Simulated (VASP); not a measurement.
Write the native input for VASP 6.6.1 that does the following.

```yaml
Task: single point
Functional: PBE
Dispersion: D3(BJ)
Potentials_or_basis: VASP PAW PBE potentials, release 64 (Te, Mo_sv)
Cutoff: 520 eV
k_mesh: 9 × 9 × 1
Occupations: gaussian, width 0.05 eV
Spin: no spin polarisation
Dipole_correction: yes
Further_INCAR_settings: ALGO = Normal; EDIFF = 1e-06; NBANDS = 35
```

The structure of Te2Mo lies in POSCAR:

```
Te2Mo
1.0
    3.5038816881      0.0000000000      0.0000000000
   -1.7519408440      3.0344505538      0.0000000000
    0.0000000000      0.0000000000     24.7677198395
Te Mo
4 2
Direct
    0.3333333333      0.6666666667      0.1816881017
    0.3333333333      0.6666666667      0.3284056818
    0.5000000000      1.0000000000      0.4830424438
    0.5000000000      1.0000000000      0.6297600240
    0.6666666667      0.3333333333      0.2550468917
    0.8333333333      0.6666666667      0.5564012339
```

This cell differs from its parent crystal: layers slid over each other.

These files were run (other wordings do the same):

INCAR

```
SYSTEM = Te2Mo
PREC = Accurate
ENCUT = 520
EDIFF = 1E-6
ISMEAR = 0
SIGMA = 0.05
LREAL = .False.
LASPH = .True.
NELM = 60
ALGO = Normal
ISIF = 2
LWAVE = .False.
LCHARG = .False.
LDIPOL = .True.
IDIPOL = 3
DIPOL = 0.5 0.5 0.406
GGA = PE
IVDW = 12
NBANDS = 35
```

KPOINTS

```
regular mesh
0
Gamma
  9 9 1
  0 0 0
```

Potentials or basis: VASP PAW PBE potentials, release 64 (Te, Mo_sv).

Command:

```console
$ cat potpaw_PBE.64/Te/POTCAR potpaw_PBE.64/Mo_sv/POTCAR > POTCAR
$ mpirun -np 1 vasp_std > vasp.out
```

It gave:

The largest force is 0.073 eV/Å. The band gap on the k mesh is 1.13 eV (least direct gap 1.16 eV) and the dispersion energy per atom is -0.453 eV.

Caveat: the cell differs from its parent crystal (layers slid over each other); spin-orbit coupling is left out, which moves the levels of the heavy elements.

Run time: 12 min on 1 thread of Intel Xeon 8259CL, with other jobs on the host, peak memory 0.51 GiB.
